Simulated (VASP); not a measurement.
Input of a VASP 6.6.1 run:

File INCAR:

```
PREC = Accurate
ENCUT = 600
EDIFF = 1E-6
ISMEAR = -1
SIGMA = 0.05
LREAL = False
LASPH = True
NELM = 80
ALGO = Normal
ISIF = 3
LWAVE = False
LCHARG = False
GGA = PS
IBRION = 2
NSW = 60
EDIFFG = -0.01
PSTRESS = 200.0
```

The input KPOINTS:

```
Automatic mesh
0
Gamma
  8 8 5
```

POSCAR

```
La
1.0
    3.7500000000      0.0000000000      0.0000000000
   -1.8750000000      3.2475952642      0.0000000000
    0.0000000000      0.0000000000      6.0700000000
La
2
Direct
    0.6666666667      0.3333333333      0.7500000000
    0.3333333333      0.6666666667      0.2500000000
```

Potentials or basis: VASP PAW PBE potentials, release 64 (La).

Command:

```bash
$ cat potpaw_PBE.64/La/POTCAR > POTCAR
$ mpirun -np 1 vasp_std > vasp.out
```

Q: Estimate the relaxed volume.

A: 22.82 Å³/atom.

Q: Estimate the relaxed cell.

A: a = 3.129 Å, b = 3.129 Å, c = 5.385 Å, α = 90.00°, β = 90.00°, γ = 120.00°.

Q: Predict the band gap on the k mesh.

A: Zero (bands 11 and 12 overlap by 2.20 eV).

Final structure:
```yaml
crystal:
  lattice:
    - [3.12850, 0.00000, 0.00000]
    - [-1.56425, 2.70936, 0.00000]
    - [0.00000, 0.00000, 5.38460]
  atoms:
    - { symbol: La, position: [0.66667, 0.33333, 0.75000] }
    - { symbol: La, position: [0.33333, 0.66667, 0.25000] }
```

Caveat: the cell is relaxed towards a set pressure, so the run minimises the enthalpy, not the energy; the volume moved by over 15 % at a fixed basis, so the end points are rough; the PAW data sets were made with another functional, which shifts forces and pressure a little; spin-orbit coupling is left out, which moves the levels of the heavy elements.
